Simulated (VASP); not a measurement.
# Al (Cmcm) in VASP: a series of runs

The runs below take Al through single point, with PBEsol+D3(BJ).

All numbers are computed with VASP 6.6.1; they aren't measurements. Logs are shortened: lines on timing, memory, paths and dates and some standing lists are left out, and cuts for length are marked.

## (1) The cell of the first run

The structure is orthorhombic, space group Cmcm (No. 63). Conventional cell: a = 2.827 Å, b = 4.847 Å, c = 4.867 Å, α = 90.00°, β = 90.00°, γ = 90.00°. Al (site symmetry m2m) has 12 Al at 2.81 to 2.93 Å within 3.7 Å.

This isn't the form of Al at room conditions, which is fcc.

## (2) Single point, PBEsol+D3(BJ) (strain +0.0050 x Voigt [1, -1, 0, 0, 0, 0])

INCAR reads:

```
PREC     = Accurate       # precision mode
ENCUT    = 520            # plane-wave cutoff, eV
EDIFF    = 1E-6           # SCF threshold, eV
ISMEAR   = 0              # smearing method
SIGMA    = 0.15           # smearing width, eV
LREAL    = F              # projectors in reciprocal space
LASPH    = T              # aspherical terms in the spheres
NELM     = 80             # most SCF steps
ALGO     = Fast           # electronic algorithm
ISIF     = 2              # what is computed and relaxed
LWAVE    = F              # write WAVECAR
LCHARG   = F              # write CHGCAR
GGA      = PS             # functional
IVDW     = 12             # dispersion correction
NBANDS   = 10             # bands
```

KPOINTS reads:

```
Automatic mesh
0
Gamma
  18 18 10
```

POSCAR reads:

```
Al
1.0
    2.8265176283      0.0000000000      0.0000000000
   -1.4132588141      2.4234794925      0.0000000000
    0.0000000000      0.0000000000      4.8668500000
Al
2
Direct
    0.6666666667      0.3333333333      0.7500000000
    0.3333333333      0.6666666667      0.2500000000
```

Potentials or basis: VASP PAW PBE potentials, release 64 (Al).

Command:

```console
> cat potpaw_PBE.64/Al/POTCAR > POTCAR
> mpirun -np 1 vasp_std > vasp.out
```

OUTCAR:

```text
PREC = Accurate
   ENCUT = 520
   EDIFF = 1E-6
   ISMEAR = 0
   LREAL = F
   LASPH = T
   NELM = 80
   ISIF = 2
   GGA = PS
   IVDW = 12
 IVDW          = 12

 ion  position               nearest neighbor table
   1  0.667  0.333  0.750-   2 2.92   2 2.92   2 2.93   2 2.93   2 2.93   2 2.93
   2  0.333  0.667  0.250-   1 2.92   1 2.92   1 2.93   1 2.93   1 2.93   1 2.93

  Warning from LATTYP: Monoclinic adjustment (A1->A3, A2->A1, A3->A2)!
  LATTYP: Found a base centered orthorhombic cell.
 ALAT       =     2.8265176283
 B/A-ratio  =     1.7148164711
 C/A-ratio  =     1.7218537579

  Lattice vectors:

 A1 = (   1.4132588141,  -2.4234794925,   0.0000000000)
 A2 = (   1.4132588142,   2.4234794925,   0.0000000000)
 A3 = (   0.0000000000,   0.0000000000,   4.8668500000)

Analysis of symmetry for initial positions (statically):
=====================================================================
 Subroutine PRICEL returns:
 Original cell was already a primitive cell.

 Routine SETGRP: Setting up the symmetry group for a
 base centered orthorhombic supercell.

 Subroutine GETGRP returns: Found  8 space group operations
 (whereof  4 operations were pure point group operations)
 out of a pool of  8 trial point group operations.

The static configuration has the point symmetry C_2h.
 The point group associated with its full space group is D_2h.

Analysis of symmetry for dynamics (positions and initial velocities):
=====================================================================
 Subroutine PRICEL returns:
 Original cell was already a primitive cell.

 Routine SETGRP: Setting up the symmetry group for a
 base centered orthorhombic supercell.

 Subroutine GETGRP returns: Found  8 space group operations
 (whereof  4 operations were pure point group operations)
 out of a pool of  8 trial point group operations.

The dynamic configuration has the point symmetry C_2h.
 The point group associated with its full space group is D_2h.

 Subroutine INISYM returns: Found  8 space group operations
 (whereof  4 operations are pure point group operations),
 and found     1 'primitive' translations

----------------------------------------------------------------------------------------

                                     Primitive cell

  volume of cell :      33.3380

  direct lattice vectors                    reciprocal lattice vectors
     2.826517628  0.000000000  0.000000000     0.353792239  0.206314929  0.000000000
    -1.413258814  2.423479492  0.000000000     0.000000000  0.412629858  0.000000000
     0.000000000  0.000000000  4.866850000     0.000000000  0.000000000  0.205471712

  length of vectors
     2.826517628  2.805450646  4.866850000     0.409554390  0.412629858  0.205471712

  position of ions in fractional coordinates (direct lattice)
     0.666666667  0.333333333  0.750000000
     0.333333333  0.666666667  0.250000000

  ion indices of the primitive-cell ions
   primitive index   ion index
                 1           1
                 2           2

----------------------------------------------------------------------------------------

 KPOINTS: Automatic mesh

Automatic generation of k-mesh.
 Grid dimensions read from file:
 generate k-points for:   18   18   10

 Generating k-lattice:

  Cartesian coordinates                     Fractional coordinates (reciprocal lattice)
     0.019655124  0.011461941  0.000000000     0.055555556 -0.000000000  0.000000000
     0.000000000  0.022923881  0.000000000     0.000000000  0.055555556  0.000000000
     0.000000000  0.000000000  0.020547171     0.000000000  0.000000000  0.100000000

  Length of vectors
     0.022753022  0.022923881  0.020547171

  Shift w.r.t. Gamma in fractional coordinates (k-lattice)
     0.000000000  0.000000000  0.000000000

 Subroutine IBZKPT returns following result:
 ===========================================

 Found    546 irreducible k-points:

 Following reciprocal coordinates:
            Coordinates               Weight
  0.000000  0.000000  0.000000      1.000000
  0.055556  0.000000  0.000000      4.000000
  0.111111  0.000000  0.000000      4.000000
  0.166667  0.000000  0.000000      4.000000
  0.222222 -0.000000  0.000000      4.000000
  0.277778  0.000000  0.000000      4.000000
[... 16 lines left out ...]
 -0.333333  0.055556  0.000000      4.000000
 -0.277778  0.055556  0.000000      4.000000
 [... further k-points ...]
   k-points           NKPTS =    546   k-points in BZ     NKDIM =    546   number of bands    NBANDS=     10
   number of dos      NEDOS =    301   number of ions     NIONS =      2
   total plane-waves  NPLWV =  20736
   dimension x,y,z NGX =    24 NGY =   24 NGZ =   36
   dimension x,y,z NGXF=    48 NGYF=   48 NGZF=   72
   ions per type =               2
   NGX,Y,Z   is equivalent  to a cutoff of  14.12, 14.22, 12.30 a.u.
   NGXF,Y,Z  is equivalent  to a cutoff of  28.23, 28.44, 24.59 a.u.
 SYSTEM =  unknown system
   PREC   = accura    normal or accurate (medium, high low for compatibility)
   ISTART =      0    job   : 0-new  1-cont  2-samecut
   ICHARG =      2    charge: 1-file 2-atom 10-const
   ISPIN  =      1    spin polarized calculation?
   LNONCOLLINEAR =      F non collinear calculations
   LSORBIT =      F    spin-orbit coupling
   LASPH  =      T    aspherical Exc in radial PAW
   ENCUT  =  520.0 eV  38.22 Ry    6.18 a.u.   5.26  5.22  9.05*2*pi/ulx,y,z
   NELM   =     80;   NELMIN=  2; NELMDL= -5     # of ELM steps
   EDIFF  = 0.1E-05   stopping-criterion for ELM
   LREAL  =      F    real-space projection
   EDIFFG = 0.1E-04   stopping-criterion for IOM
   NSW    =      0    number of steps for IOM
   IBRION =     -1    ionic relax: 0-MD 1-quasi-New 2-CG
   NFREE  =      0    steps in history (QN), initial steepest desc. (CG)
   ISIF   =      2    stress and relaxation
   ISYM   =      2    0-nonsym 1-usesym 2-fastsym
   POTIM  = 0.5000    time-step for ionic-motion
   TEBEG  =    0.0;   TEEND  =   0.0 temperature during run
   PSTRESS=    0.0 pullay stress
   NELECT =       6.0000    total number of electrons
   NUPDOWN=      -1.0000    fix difference up-down
   EMIN   =  10.00;   EMAX   =-10.00  energy-range for DOS
   EFERMI =   0.00;   METHOD = LEGACY
   ISMEAR =     0;   SIGMA  =   0.15  broadening in eV -4-tet -1-fermi 0-gaus
   EFERMI_NEDOS =   21; number of points for ismear=-14 and -15
   IALGO  =     68    algorithm
   IMIX   =      4    mixing-type and parameters
     AMIX     =   0.40;   BMIX     =  1.00
     AMIX_MAG =   1.60;   BMIX_MAG =  1.00
  volume/ion in A,a.u.               =      16.67       112.49
  Fermi-wavevector in a.u.,A,eV,Ry     =   0.924298  1.746671 11.623834  0.854328
  Thomas-Fermi vector in A             =   2.050029
   LORBIT       =      0    0 simple, 1 ext, 2 COOP (PROOUT), +10 PAW based schemes
   GGA     = PS    functional components
   LHFCALC =     F    Hartree Fock is set to
   AEXX    =    0.0000 exact exchange contribution
   IVDW    =    12    specifies the selected vdW correction
   LEPSILON=     F    determine dielectric tensor
   LRPA    =     F    only Hartree local field effects (RPA)
 non-spin polarized calculation
 RMM-DIIS sequential band-by-band and
 Gauss-broadening in eV      SIGMA  =   0.15
  energy-cutoff  :      520.00
  volume of cell :       33.34
 maximum number of plane-waves:       920
 NGX is ok and might be reduce to    24
   NGX = 11   NGY = 11   NGZ = 19

 number of electron       6.0000000 magnetization

 Free energy of the ion-electron system (eV)
  ---------------------------------------------------
  ext. energy  EPLUGINS =         0.00000000
  ---------------------------------------------------
  free energy    TOTEN  =        -8.11064419 eV

  energy without entropy =       -8.10142380  energy(sigma->0) =       -8.10603399

 E-fermi :   7.8216     XC(G=0): -10.2192

 val. band max:        7.8188192557   @ k =   0.2778   0.1111   0.0000
 cond. band min:       7.8249627296   @ k =   0.0000   0.3889   0.1000
 fundamental gap:      0.0061434739
 Fermi energy:         7.8215762407

 k-point     1 :       0.0000    0.0000    0.0000
  band No.  band energies     occupation
      1      -3.2207      2.00000
      2       2.7827      2.00000
      3       3.0102      2.00000
      4      18.9668      0.00000
      5      19.1430      0.00000
      6      19.3381      0.00000
      7      19.3837      0.00000
      8      19.6155      0.00000
      9      20.2040      0.00000
     10      22.5540      0.00000

 k-point     2 :       0.0556    0.0000    0.0000
  band No.  band energies     occupation
      1      -3.1441      2.00000
      2       2.8578      2.00000
      3       3.0817      2.00000
      4      17.4192      0.00000
      5      18.3001      0.00000
      6      18.9106      0.00000
      7      20.0253      0.00000
      8      20.2440      0.00000
      9      20.6667      0.00000
     10      22.4118      0.00000

 k-point     3 :       0.1111    0.0000    0.0000
  band No.  band energies     occupation
      1      -2.9145      2.00000
      2       3.0825      2.00000
      3       3.2962      2.00000
      4      15.3207      0.00000
      5      17.3342      0.00000
      6      18.3784      0.00000
      7      19.6759      0.00000
      8      20.2551      0.00000
      9      21.2740      0.00000
     10      21.4137      0.00000
[... 248 lines left out ...]
 k-point    23 :      -0.3333    0.0556    0.0000
  band No.  band energies     occupation
      1      -0.8717      2.00000
      2       5.0249      2.00000
      3       5.2198      2.00000
      4       8.5208      0.00000
      5      13.2252      0.00000
      6      14.3013      0.00000
      7      14.4598      0.00000
      8      17.8240      0.00000
      9      18.8877      0.00000
     10      19.5190      0.00000

 k-point    24 :      -0.2778    0.0556    0.0000
  band No.  band energies     occupation
      1      -1.6257      2.00000
      2       4.3267      2.00000
      3       4.5069      2.00000
      4      10.3307      0.00000
      5      13.9843      0.00000
      6      15.8904      0.00000
      7      16.1231      0.00000
      8      18.3073      0.00000
      9      19.3213      0.00000
     10      20.0730      0.00000

 [... further k-points ...]

------------------------ aborting loop because EDIFF is reached ----------------------------------------

 Edisp (eV)   -0.62828

 E8    (eV) :    -0.4231

  FORCE on cell =-STRESS in cart. coord.  units (eV):
  Direction    XX          YY          ZZ          XY          YZ          ZX
  --------------------------------------------------------------------------------------
  -------------------------------------------------------------------------------------
  Total      -0.83820    -0.67752    -1.21890    -0.00000    -0.00000     0.00000
  in kB     -40.28281   -32.56062   -58.57865    -0.00000    -0.00000     0.00000
  external pressure =      -43.81 kB  Pullay stress =        0.00 kB

 VOLUME and BASIS-vectors are now :
 -----------------------------------------------------------------------------
  energy-cutoff  :      520.00
  volume of cell :       33.34
      direct lattice vectors                 reciprocal lattice vectors
     2.826517628  0.000000000  0.000000000     0.353792239  0.206314929  0.000000000
    -1.413258814  2.423479492  0.000000000     0.000000000  0.412629858  0.000000000
     0.000000000  0.000000000  4.866850000     0.000000000  0.000000000  0.205471712

 POSITION                                       TOTAL-FORCE (eV/Angst)
 -----------------------------------------------------------------------------------
      1.41326      0.80783      3.65014        -0.000000     -0.000032     -0.000000
     -0.00000      1.61565      1.21671         0.000000      0.000032      0.000000
 -----------------------------------------------------------------------------------
    total drift:                                0.000000     -0.000000      0.000000

  FREE ENERGIE OF THE ION-ELECTRON SYSTEM (eV)
  ---------------------------------------------------
  free  energy   TOTEN  =        -8.7389267611 eV

  energy  without entropy=       -8.7297063715  energy(sigma->0) =       -8.73431657
```

It took 1.8 min on 1 thread of Intel Xeon Platinum 8259CL at 2.50GHz (Skylake/Cascade Lake), shared host; peak memory 0.27 GiB.

What came out:

```
Free energy                : -8.7389 eV
Pressure                   : -4.4 GPa
Band gap on the k mesh     : zero (bands 3 and 4 overlap by 6.79 eV)
Dispersion energy per atom : -0.314 eV
```

Stress tensor (GPa, compression positive):
```
-4.03  0.00  0.00
 0.00 -3.26  0.00
 0.00  0.00 -5.86
```

Caveat: the cell differs from its parent crystal (strain +0.0050 x Voigt [1, -1, 0, 0, 0, 0]); the cell stands under tension; the PAW data sets were made with another functional, which shifts forces and pressure a little.

(Part 1 of 3 ends here.)
